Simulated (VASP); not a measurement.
Write the native input for VASP 6.6.1 that does the following.

- Task: single point
- Functional: PBE
- Potentials or basis: VASP PAW PBE potentials, release 64 (Zr_sv, N)
- Cutoff: 600 eV
- k mesh: 20 × 20 × 20
- Occupations: gaussian, width 0.1 eV
- Spin: no spin polarisation
- Dipole correction: no
- Further INCAR settings: ALGO = Normal; EDIFF = 1e-06; NBANDS = 16

The structure of ZrN lies in POSCAR:

```
ZrN
1.0
    0.0000000000      2.2014922839      2.2014922839
    2.2014922839      0.0000000000      2.2014922839
    2.2014922839      2.2014922839      0.0000000000
Zr N
1 1
Direct
    0.0000000000      0.0000000000      0.0000000000
    0.5000000000      0.5000000000      0.5000000000
```

This cell differs from its parent crystal: volume scaled by 0.88.

These files were run (other wordings do the same):

INCAR

```
PREC = Accurate
ENCUT = 600
EDIFF = 1E-6
ISMEAR = 0
SIGMA = 0.1
LREAL = F
LASPH = T
NELM = 120
ALGO = Normal
ISIF = 2
LWAVE = F
LCHARG = F
GGA = PE
NBANDS = 16
GGA_COMPAT = F
```

KPOINTS

```
regular mesh
0
Gamma
  20 20 20
```

Potentials or basis: VASP PAW PBE potentials, release 64 (Zr_sv, N).

Launch:

```sh
$ cat potpaw_PBE.64/Zr_sv/POTCAR potpaw_PBE.64/N/POTCAR > POTCAR
$ mpirun -np 1 vasp_std > vasp.out
```

Results of the run:

```json
{
 "Pressure": "42.2 GPa"
}
```

It took 2.1 min on 1 thread of AMD EPYC 9R45 (Zen 5) (shared host), peak memory 0.21 GiB.
